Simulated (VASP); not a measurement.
# GePt (Pnma) in VASP: single point with LDA

Aim: the single point of GePt with LDA.

All numbers are computed with VASP 6.6.1; they aren't measurements. Logs are shortened: lines on timing, memory, paths and dates and some standing lists are left out, and cuts for length are marked.

### Step 1. The cell of the first run

The structure is orthorhombic, space group Pnma (No. 62). Conventional cell: a = 5.732 Å, b = 3.701 Å, c = 6.088 Å, α = 90.00°, β = 90.00°, γ = 90.00°. Within 3.3 Å of Ge (site symmetry m) lie 6 Pt at 2.50 to 2.63 Å and 2 Ge at 3.10 Å. Pt (site symmetry m) has 6 Ge at 2.50 to 2.63 Å and 4 Pt at 2.94 to 3.01 Å within 3.3 Å.

### Step 2. Single point, LDA

Input file INCAR:

```
SYSTEM = GePt
  PREC = Accurate
  ENCUT = 520
  EDIFF = 1E-7
  ISMEAR = 0
  SIGMA = 0.1
  LREAL = .FALSE.
  LASPH = .TRUE.
  NELM = 60
  ALGO = Normal
  ISIF = 2
  LWAVE = .FALSE.
  LCHARG = .FALSE.
  NBANDS = 58
```

Input file KPOINTS:

```
regular mesh
0
G
  4 6 4
  0 0 0
```

Input file POSCAR:

```
GePt
1.0
    5.7320000000      0.0000000000      0.0000000000
    0.0000000000      3.7010000000      0.0000000000
    0.0000000000      0.0000000000      6.0880000000
Ge Pt
4 4
Direct
    0.8050000000      0.7500000000      0.5900000000
    0.1950000000      0.2500000000      0.4100000000
    0.6950000000      0.2500000000      0.0900000000
    0.3050000000      0.7500000000      0.9100000000
    0.9900000000      0.7500000000      0.1950000000
    0.0100000000      0.2500000000      0.8050000000
    0.5100000000      0.2500000000      0.6950000000
    0.4900000000      0.7500000000      0.3050000000
```

Potentials or basis: VASP PAW LDA potentials, release 64 (Ge_d, Pt).

Run with:

```console
$ cat potpaw_LDA.64/Ge_d/POTCAR potpaw_LDA.64/Pt/POTCAR > POTCAR
$ mpirun -np 1 vasp_std > vasp.out
```

OUTCAR:

```text
SYSTEM = GePt
   PREC = Accurate
   ENCUT = 520
   EDIFF = 1E-7
   ISMEAR = 0
   LREAL = .FALSE.
   LASPH = .TRUE.
   NELM = 60
   ISIF = 2

 ion  position               nearest neighbor table
   1  0.805  0.750  0.590-   8 2.50   6 2.55   6 2.55   7 2.59   7 2.59   5 2.63
   2  0.195  0.250  0.410-   7 2.50   5 2.55   5 2.55   8 2.59   8 2.59   6 2.63
   3  0.695  0.250  0.090-   6 2.50   8 2.55   8 2.55   5 2.59   5 2.59   7 2.63
   4  0.305  0.750  0.910-   5 2.50   7 2.55   7 2.55   6 2.59   6 2.59   8 2.63
   5  0.990  0.750  0.195-   4 2.50   2 2.55   2 2.55   3 2.59   3 2.59   1 2.63   8 2.94   8 2.94
                             6 3.01   6 3.01
   6  0.010  0.250  0.805-   3 2.50   1 2.55   1 2.55   4 2.59   4 2.59   2 2.63   7 2.94   7 2.94
                             5 3.01   5 3.01
   7  0.510  0.250  0.695-   2 2.50   4 2.55   4 2.55   1 2.59   1 2.59   3 2.63   6 2.94   6 2.94
                             8 3.01   8 3.01
   8  0.490  0.750  0.305-   1 2.50   3 2.55   3 2.55   2 2.59   2 2.59   4 2.63   5 2.94   5 2.94
                             7 3.01   7 3.01

  LATTYP: Found a simple orthorhombic cell.
 ALAT       =     3.7010000000
 B/A-ratio  =     1.5487706025
 C/A-ratio  =     1.6449608214

  Lattice vectors:

 A1 = (   0.0000000000,  -3.7010000000,   0.0000000000)
 A2 = (   5.7320000000,   0.0000000000,   0.0000000000)
 A3 = (   0.0000000000,   0.0000000000,   6.0880000000)

Analysis of symmetry for initial positions (statically):
=====================================================================
 Subroutine PRICEL returns:
 Original cell was already a primitive cell.

 Routine SETGRP: Setting up the symmetry group for a
 simple orthorhombic supercell.

 Subroutine GETGRP returns: Found  8 space group operations
 (whereof  2 operations were pure point group operations)
 out of a pool of  8 trial point group operations.

The static configuration has the point symmetry S_2 .
 The point group associated with its full space group is D_2h.

Analysis of symmetry for dynamics (positions and initial velocities):
=====================================================================
 Subroutine PRICEL returns:
 Original cell was already a primitive cell.

 Routine SETGRP: Setting up the symmetry group for a
 simple orthorhombic supercell.

 Subroutine GETGRP returns: Found  8 space group operations
 (whereof  2 operations were pure point group operations)
 out of a pool of  8 trial point group operations.

The dynamic configuration has the point symmetry S_2 .
 The point group associated with its full space group is D_2h.

 Subroutine INISYM returns: Found  8 space group operations
 (whereof  2 operations are pure point group operations),
 and found     1 'primitive' translations

----------------------------------------------------------------------------------------

                                     Primitive cell

  volume of cell :     129.1516

  direct lattice vectors                    reciprocal lattice vectors
     5.732000000  0.000000000  0.000000000     0.174459177  0.000000000  0.000000000
     0.000000000  3.701000000  0.000000000     0.000000000  0.270197244  0.000000000
     0.000000000  0.000000000  6.088000000     0.000000000  0.000000000  0.164257556

  length of vectors
     5.732000000  3.701000000  6.088000000     0.174459177  0.270197244  0.164257556

  position of ions in fractional coordinates (direct lattice)
     0.805000000  0.750000000  0.590000000
     0.195000000  0.250000000  0.410000000
     0.695000000  0.250000000  0.090000000
     0.305000000  0.750000000  0.910000000
     0.990000000  0.750000000  0.195000000
     0.010000000  0.250000000  0.805000000
     0.510000000  0.250000000  0.695000000
     0.490000000  0.750000000  0.305000000

  ion indices of the primitive-cell ions
   primitive index   ion index
                 1           1
                 2           2
                 3           3
                 4           4
                 5           5
                 6           6
                 7           7
                 8           8

----------------------------------------------------------------------------------------

 KPOINTS: regular mesh

Automatic generation of k-mesh.
 Grid dimensions read from file:
 generate k-points for:    4    6    4

 Generating k-lattice:

  Cartesian coordinates                     Fractional coordinates (reciprocal lattice)
     0.043614794  0.000000000  0.000000000     0.250000000  0.000000000  0.000000000
     0.000000000  0.045032874  0.000000000     0.000000000  0.166666667  0.000000000
     0.000000000  0.000000000  0.041064389     0.000000000  0.000000000  0.250000000

  Length of vectors
     0.043614794  0.045032874  0.041064389

  Shift w.r.t. Gamma in fractional coordinates (k-lattice)
     0.000000000  0.000000000  0.000000000

 Subroutine IBZKPT returns following result:
 ===========================================

 Found     36 irreducible k-points:

 Following reciprocal coordinates:
            Coordinates               Weight
  0.000000  0.000000  0.000000      1.000000
  0.250000  0.000000  0.000000      2.000000
  0.500000  0.000000  0.000000      1.000000
  0.000000  0.166667  0.000000      2.000000
  0.250000  0.166667  0.000000      4.000000
  0.500000  0.166667  0.000000      2.000000
[... 16 lines left out ...]
  0.250000  0.500000  0.250000      4.000000
  0.500000  0.500000  0.250000      2.000000
 [... further k-points ...]
   k-points           NKPTS =     36   k-points in BZ     NKDIM =     36   number of bands    NBANDS=     58
   number of dos      NEDOS =    301   number of ions     NIONS =      8
   total plane-waves  NPLWV =  64512
   dimension x,y,z NGX =    48 NGY =   28 NGZ =   48
   dimension x,y,z NGXF=    96 NGYF=   56 NGZF=   96
   ions per type =               4   4
   NGX,Y,Z   is equivalent  to a cutoff of  13.92, 12.58, 13.11 a.u.
   NGXF,Y,Z  is equivalent  to a cutoff of  27.84, 25.15, 26.21 a.u.
 SYSTEM =  GePt
   PREC   = accura    normal or accurate (medium, high low for compatibility)
   ISTART =      0    job   : 0-new  1-cont  2-samecut
   ICHARG =      2    charge: 1-file 2-atom 10-const
   ISPIN  =      1    spin polarized calculation?
   LNONCOLLINEAR =      F non collinear calculations
   LSORBIT =      F    spin-orbit coupling
   LASPH  =      T    aspherical Exc in radial PAW
   ENCUT  =  520.0 eV  38.22 Ry    6.18 a.u.  10.66  6.88 11.32*2*pi/ulx,y,z
   NELM   =     60;   NELMIN=  2; NELMDL= -5     # of ELM steps
   EDIFF  = 0.1E-06   stopping-criterion for ELM
   LREAL  =      F    real-space projection
   EDIFFG = 0.1E-05   stopping-criterion for IOM
   NSW    =      0    number of steps for IOM
   IBRION =     -1    ionic relax: 0-MD 1-quasi-New 2-CG
   NFREE  =      0    steps in history (QN), initial steepest desc. (CG)
   ISIF   =      2    stress and relaxation
   ISYM   =      2    0-nonsym 1-usesym 2-fastsym
   POTIM  = 0.5000    time-step for ionic-motion
   TEBEG  =    0.0;   TEEND  =   0.0 temperature during run
   PSTRESS=    0.0 pullay stress
   NELECT =      96.0000    total number of electrons
   NUPDOWN=      -1.0000    fix difference up-down
   EMIN   =  10.00;   EMAX   =-10.00  energy-range for DOS
   EFERMI =   0.00;   METHOD = LEGACY
   ISMEAR =     0;   SIGMA  =   0.10  broadening in eV -4-tet -1-fermi 0-gaus
   EFERMI_NEDOS =   21; number of points for ismear=-14 and -15
   IALGO  =     38    algorithm
   IMIX   =      4    mixing-type and parameters
     AMIX     =   0.40;   BMIX     =  1.00
     AMIX_MAG =   1.60;   BMIX_MAG =  1.00
  volume/ion in A,a.u.               =      16.14       108.94
  Fermi-wavevector in a.u.,A,eV,Ry     =   1.482969  2.802404 29.921874  2.199196
  Thomas-Fermi vector in A             =   2.596689
   LORBIT       =      0    0 simple, 1 ext, 2 COOP (PROOUT), +10 PAW based schemes
   GGA     = CA    functional components
   LHFCALC =     F    Hartree Fock is set to
   AEXX    =    0.0000 exact exchange contribution
   IVDW    =     0    specifies the selected vdW correction
   LEPSILON=     F    determine dielectric tensor
   LRPA    =     F    only Hartree local field effects (RPA)
 non-spin polarized calculation
 Gauss-broadening in eV      SIGMA  =   0.10
  energy-cutoff  :      520.00
  volume of cell :      129.15
 maximum number of plane-waves:      3514
 NGX is ok and might be reduce to    48
   NGX = 21   NGY = 13   NGZ = 23

 number of electron      96.0000030 magnetization

 Free energy of the ion-electron system (eV)
  ---------------------------------------------------
  ext. energy  EPLUGINS =         0.00000000
  ---------------------------------------------------
  free energy    TOTEN  =       -54.77182182 eV

  energy without entropy =      -54.75878121  energy(sigma->0) =      -54.76530151

 E-fermi :   9.5659     XC(G=0): -12.7228

 val. band max:        9.5168440447   @ k =   0.5000   0.1667   0.2500
 cond. band min:       9.5742170659   @ k =   0.0000   0.5000   0.2500
 fundamental gap:      0.0573730212
 Fermi energy:         9.5658836486

 k-point     1 :       0.0000    0.0000    0.0000
  band No.  band energies     occupation
      1     -15.6750      2.00000
      2     -15.6684      2.00000
      3     -15.6675      2.00000
      4     -15.6642      2.00000
      5     -15.6578      2.00000
      6     -15.6440      2.00000
[... 50 lines left out ...]
     57      14.6957      0.00000
     58      15.4371      0.00000

 k-point     2 :       0.2500    0.0000    0.0000
  band No.  band energies     occupation
      1     -15.6734      2.00000
      2     -15.6679      2.00000
      3     -15.6668      2.00000
      4     -15.6634      2.00000
      5     -15.6564      2.00000
      6     -15.6461      2.00000
[... 50 lines left out ...]
     57      14.6186      0.00000
     58      15.2635      0.00000

 k-point     3 :       0.5000    0.0000    0.0000
  band No.  band energies     occupation
      1     -15.6701      2.00000
      2     -15.6701      2.00000
      3     -15.6637      2.00000
      4     -15.6637      2.00000
      5     -15.6520      2.00000
      6     -15.6520      2.00000
[... 1216 lines left out ...]
      3     -15.6641      2.00000
      4     -15.6641      2.00000
      5     -15.6533      2.00000
      6     -15.6533      2.00000
[... 50 lines left out ...]
     57      15.6850      0.00000
     58      15.6902      0.00000

 k-point    24 :       0.5000    0.5000    0.2500
  band No.  band energies     occupation
      1     -15.6636      2.00000
      2     -15.6636      2.00000
      3     -15.6636      2.00000
      4     -15.6636      2.00000
      5     -15.6493      2.00000
      6     -15.6493      2.00000
[... 50 lines left out ...]
     57      14.8375      0.00000
     58      14.8375      0.00000

 [... further k-points ...]
[... 5 lines left out ...]
  --------------------------------------------------------------------------------------
  -------------------------------------------------------------------------------------
  Total       -1.5957627     -1.6776960     -2.2213752      0.0000000      0.0000000      0.0000000
  in kB      -19.7960706    -20.8124852    -27.5570420      0.0000000      0.0000000      0.0000000
  external PRESSURE =     -22.7218659 kB  Pullay stress =       0.0000000 kB

 VOLUME and BASIS-vectors are now :
 -----------------------------------------------------------------------------
  energy-cutoff  :      520.00
  volume of cell :      129.15
      direct lattice vectors                 reciprocal lattice vectors
     5.732000000  0.000000000  0.000000000     0.174459177  0.000000000  0.000000000
     0.000000000  3.701000000  0.000000000     0.000000000  0.270197244  0.000000000
     0.000000000  0.000000000  6.088000000     0.000000000  0.000000000  0.164257556

 POSITION                                       TOTAL-FORCE (eV/Angst)
 -----------------------------------------------------------------------------------
      4.61426      2.77575      3.59192         0.315377     -0.000000     -0.096972
      1.11774      0.92525      2.49608        -0.315377     -0.000000      0.096972
      3.98374      0.92525      0.54792        -0.315377     -0.000000     -0.096972
      1.74826      2.77575      5.54008         0.315377     -0.000000      0.096972
      5.67468      2.77575      1.18716         0.239936     -0.000000      0.010942
      0.05732      0.92525      4.90084        -0.239936      0.000000     -0.010942
      2.92332      0.92525      4.23116        -0.239936      0.000000      0.010942
      2.80868      2.77575      1.85684         0.239936     -0.000000     -0.010942
 -----------------------------------------------------------------------------------
    total drift:                                0.000000      0.000000     -0.000000

  FREE ENERGIE OF THE ION-ELECTRON SYSTEM (eV)
  ---------------------------------------------------
  free  energy   TOTEN  =       -54.7718218198 eV

  energy  without entropy=      -54.7587812083  energy(sigma->0) =      -54.76530151
```

Run time: 3.9 min. Hardware: 1 thread of Intel Xeon Platinum 8259CL at 2.50GHz (Skylake/Cascade Lake), shared host; peak memory 0.33 GiB.

What came out:

```yaml
Free_energy: -54.7718 eV
Pressure: -2.3 GPa
Largest_force: 0.330 eV/Å
Band_gap_on_the_k_mesh: zero (bands 48 and 49 overlap by 1.12 eV)
```

Forces on the atoms (eV/Å):
```
Ge   0.315  0.000 -0.097
Ge  -0.315  0.000  0.097
Ge  -0.315  0.000 -0.097
Ge   0.315  0.000  0.097
Pt   0.240  0.000  0.011
Pt  -0.240  0.000 -0.011
Pt  -0.240  0.000  0.011
Pt   0.240  0.000 -0.011
```

Levels at points of the mesh, in eV from the Fermi level:
```tsv
k point	band 46	band 47	band 48	band 49	band 50	band 51
(0.00, 0.00, 0.00)	-1.58	-1.52	-0.94	0.81	0.89	2.63
(0.50, 0.00, 0.00)	-2.50	-0.17	-0.17	1.42	1.42	2.41
(0.00, 0.50, 0.00)	-2.57	-1.66	-1.66	-0.18	-0.18	1.88
(0.50, 0.50, 0.00)	-1.89	-1.89	-1.89	0.59	0.59	0.59
(0.00, 0.00, 0.50)	-1.83	0.06	0.06	0.90	0.90	1.96
(0.50, 0.00, 0.50)	-1.31	0.70	0.70	1.65	1.65	2.62
(0.00, 0.50, 0.50)	-2.50	-2.29	-2.29	0.65	0.65	1.06
(0.50, 0.50, 0.50)	-2.43	-2.43	-2.43	2.59	2.59	2.59
```

Caveat: spin-orbit coupling is left out, which moves the levels of the heavy elements.
